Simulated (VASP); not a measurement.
Runs of VASP 6.6.1 on C. The structure is that of space group Fd-3m (No. 227), or close to it. The cells are those of the table. 

```csv
cell,gap on the mesh (eV),pressure (GPa)
"a = 2.724 Å, angles 60.0°, 2 atoms",3.53,(a)
"a = 2.371, b = 2.371, c = 2.320 Å, angles 60.7, 60.7, 58.6°, 2 atoms",3.91,128.2
"a = 2.423, b = 2.423, c = 2.320 Å, angles 61.4, 61.4, 57.2°, 2 atoms",3.25,94.7
"a = 2.472, b = 2.472, c = 2.522 Å, angles 59.3, 59.3, 61.3°, 2 atoms",(b),15.5
"a = 2.371, b = 2.371, c = 2.421 Å, angles 59.3, 59.3, 61.4°, 2 atoms",3.23,93.5
```

Alike in all rows: task single point; level PBEsol; potentials or basis VASP PAW PBE potentials, release 64 (C); no spin polarisation; k mesh 12 × 12 × 12; cutoff (eV) 520; smearing gaussian 0.05 eV.

Question: Estimate the missing entries.

Answer: (a) -68.7; (b) 3.09.

Caveats: the PAW data sets were made with another functional, which shifts forces and pressure a little.

A k mesh can miss the band edges.
